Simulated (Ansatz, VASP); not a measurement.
**Two plane-wave programs on Na2YScC6N6**

```xyz
16
Lattice="0.0000 5.8323 5.8323 5.8323 0.0000 5.8323 5.8323 5.8323 0.0000" Properties=species:S:1:pos:R:3 pbc="T T T"
Na    2.9161    2.9161    2.9161
Na    8.7484    8.7484    8.7484
Y     0.0000    0.0000    0.0000
Sc    5.8323    5.8323    5.8323
C     2.4700    5.8323    5.8323
C     5.8323    2.4700    5.8323
C     5.8323    5.8323    2.4700
C     9.1946    5.8323    5.8323
C     5.8323    9.1946    5.8323
C     5.8323    5.8323    9.1946
N     3.6508    5.8323    5.8323
N     5.8323    3.6508    5.8323
N     5.8323    5.8323    3.6508
N     8.0138    5.8323    5.8323
N     5.8323    8.0138    5.8323
N     5.8323    5.8323    8.0138
```

Alike in both runs: functional PBE; k mesh 4 × 4 × 4; occupations gaussian, width 0.1 eV; no spin polarisation.

Ansatz relaxed the structure, and its values are those at the end. VASP's run is a single point on that final structure, the one shown.

|  | VASP | Ansatz |
| --- | --- | --- |
| version | VASP 6.6.1 | Ansatz 0.2.0 |
| potentials or method | VASP PAW PBE potentials, release 64 (Na_pv, Y_sv, Sc_sv, C, N), cutoff 520 eV | scalar-relativistic, plane waves, PAW |
| valence electrons in the cell | 90 | 94 |

Ansatz gave:

* gap on the k mesh at the Fermi level (eV): none
* pressure (GPa): 0.0
* rms of the force components (eV/Å): 0.001

Problem. Estimate VASP's values.

Solution. gap on the k mesh at the Fermi level (eV): none; pressure (GPa): 0.3; rms of the force components (eV/Å): 0.170.

A gap of «none» marks a metal or a gap that the smearing closes. One of these differences is far larger than is usual between the two programs; its cause wasn't traced. VASP's potentials hold 90 valence electrons a cell and Ansatz's 94, so a difference there can come from the potentials and not from the codes.

Noted on VASP's run: the standard files for N, O and F lose accuracy on very short bonds.
